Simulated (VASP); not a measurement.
Ti3Al (d3): relaxation of cell and atoms with PBE+D3(BJ)

The system is Ti3Al (d3).

```
Ti Al
1.0
     0.00000    3.23178    3.23178
     3.23178    0.00000    3.23178
     3.23178    3.23178    0.00000
Ti Al
3 1
Cartesian
  4.8477 4.8477 4.8477
  1.6159 1.6159 1.6159
  0.0000 0.0000 0.0000
  3.2318 3.2318 3.2318
```

```json
{
 "Program": "VASP 6.6.1",
 "Task": "relaxation of cell and atoms",
 "Functional": "PBE",
 "Dispersion": "D3(BJ)",
 "Potentials or basis": "VASP PAW PBE potentials, release 64 (Ti_sv, Al)",
 "Cutoff": "600 eV",
 "k mesh": "12 × 12 × 12",
 "Occupations": "gaussian, width 0.1 eV",
 "Spin": "no spin polarisation",
 "Dipole correction": "no",
 "Further INCAR settings": "ALGO = Fast; EDIFF = 1e-06; IBRION = 2; EDIFFG = -0.002; NSW = 100; ISIF = 3"
}
```

```json
{"Relaxed volume": "15.90 Å³/atom", "Relaxed cell": "a = 4.481 Å, b = 4.481 Å, c = 4.481 Å, α = 60.00°, β = 60.00°, γ = 60.00°", "Space group after relaxing (to 0.05 Å)": "Fm-3m (No. 225)", "Energy gained by relaxing": "20.9 meV/atom", "Ionic steps": "3", "Pressure after relaxing": "0.0 GPa", "Dispersion energy per atom": "-0.572 eV"}
```

Step by step:
```
step  energy change (eV)  largest force (eV/Å)  pressure (GPa)  volume (Å³)
   1              0.0000                0.0000           -6.50        67.51
   2             -0.0419                0.0000            5.37        61.03
   3             -0.0834                0.0000            0.00        63.60
```

Final structure:
```
CELL_PARAMETERS angstrom
0.00000 3.16820 3.16820
3.16820 0.00000 3.16820
3.16820 3.16820 0.00000
ATOMIC_POSITIONS crystal
Ti 0.75000 0.75000 0.75000
Ti 0.25000 0.25000 0.25000
Ti 0.00000 0.00000 0.00000
Al 0.50000 0.50000 0.50000
```

Levels at points of the mesh, in eV from the Fermi level:
| k point | band 15 | band 16 | band 17 | band 18 | band 19 | band 20 | band 21 | band 22 | band 23 |
| --- | --- | --- | --- | --- | --- | --- | --- | --- | --- |
| (0.00, 0.00, 0.00) | -1.79 | -1.78 | -1.78 | -1.78 | 0.03 | 0.03 | 0.03 | 2.41 | 2.41 |
| (0.50, 0.00, 0.00) | -1.98 | -1.98 | -0.38 | -0.33 | -0.33 | -0.04 | -0.04 | 0.88 | 1.06 |
| (0.50, 0.50, 0.00) | -2.03 | -2.01 | -0.59 | -0.59 | -0.15 | -0.11 | -0.11 | 1.16 | 1.31 |

It took 16 min on 1 thread of Intel(R) Xeon(R) 6975P-C (Granite Rapids) (shared host), peak memory 0.35 GiB.

Caveat: pairwise dispersion overbinds metals, which lowers pressure and volume.
